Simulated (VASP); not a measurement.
Runs of VASP 6.6.1 on Re. The structure is that of space group P6_3/mmc (No. 194), or close to it. The cells are those of the table. 

```csv
cell,gap on the mesh (eV),pressure (GPa)
"a = 2.729, b = 2.729, c = 5.022 Å, angles 90.0, 90.0, 120.0°, 2 atoms",none,-19.3
"a = 2.821, b = 2.821, c = 4.843 Å, angles 90.0, 90.0, 120.0°, 2 atoms",none,-31.1
"a = 2.821, b = 2.821, c = 5.022 Å, angles 90.0, 90.0, 120.0°, 2 atoms",none,-36.5
"a = 2.914, b = 2.914, c = 4.484 Å, angles 90.0, 90.0, 120.0°, 2 atoms",none,(c)
"a = 2.867, b = 2.867, c = 4.664 Å, angles 90.0, 90.0, 120.0°, 2 atoms",none,(b)
"a = 2.914, b = 2.914, c = 4.664 Å, angles 90.0, 90.0, 120.0°, 2 atoms",none,-37.3
"a = 2.775, b = 2.775, c = 5.022 Å, angles 90.0, 90.0, 120.0°, 2 atoms",none,-28.9
"a = 2.914, b = 2.914, c = 4.843 Å, angles 90.0, 90.0, 120.0°, 2 atoms",none,(a)
```

Alike in all rows: task single point; level PBE; potentials or basis VASP PAW PBE potentials, release 64 (Re); no spin polarisation; k mesh 18 × 18 × 10; cutoff (eV) 520; smearing gaussian 0.15 eV.

Problem. Fill in the values left out.

Solution. (a) -43.4; (b) -31.0; (c) -28.5.

Caveats: spin-orbit coupling is left out, which moves the levels of the heavy elements; the cell stands under tension (at least some runs); the stress differs along the axes, from -48 to -5 GPa (at least some runs); the stress differs along the axes, from -44 to -25 GPa (at least some runs); the stress differs along the axes, from -53 to -28 GPa (at least some runs); the stress differs along the axes, from -33 to -20 GPa (at least some runs); the stress differs along the axes, from -51 to -18 GPa (at least some runs).

A k mesh can miss the band edges, and the runs leave out spin-orbit coupling on Re.

A gap of «none» marks levels without a gap at the run's occupations.
